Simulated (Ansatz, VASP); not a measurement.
## AlSn in VASP and in Ansatz

```xyz
2
Lattice="4.1981 0.0000 0.0000 -2.0991 3.6357 0.0000 0.0000 0.0000 3.3068" Properties=species:S:1:pos:R:3 pbc="T T T"
Sn    0.0000    2.4238    1.6534
Al    0.0000    0.0000    0.0000
```

Alike in both runs: task single point; functional PBE; k mesh 7 × 7 × 8; occupations gaussian, width 0.014 eV; no spin polarisation.

|  | VASP | Ansatz |
| --- | --- | --- |
| version | VASP 6.6.1 | Ansatz 0.2.0 |
| potentials or method | VASP PAW PBE potentials, release 64 (Sn_d, Al) | Ansatz PAW |
| plane-wave cutoff (eV) | 520 | 420 |
| valence electrons in the cell | 17 | 17 |

|  | VASP | Ansatz | Ansatz less VASP |
| --- | --- | --- | --- |
| gap on the k mesh at the Fermi level (eV) | none | none | - |
| pressure (GPa) | 0.2 | 0.3 | +0.05 |
| traceless stress, the component that is largest in VASP (GPa) | 0.54 | 0.54 | 0.000 |

A gap of «none» marks a metal or a gap that the smearing closes.
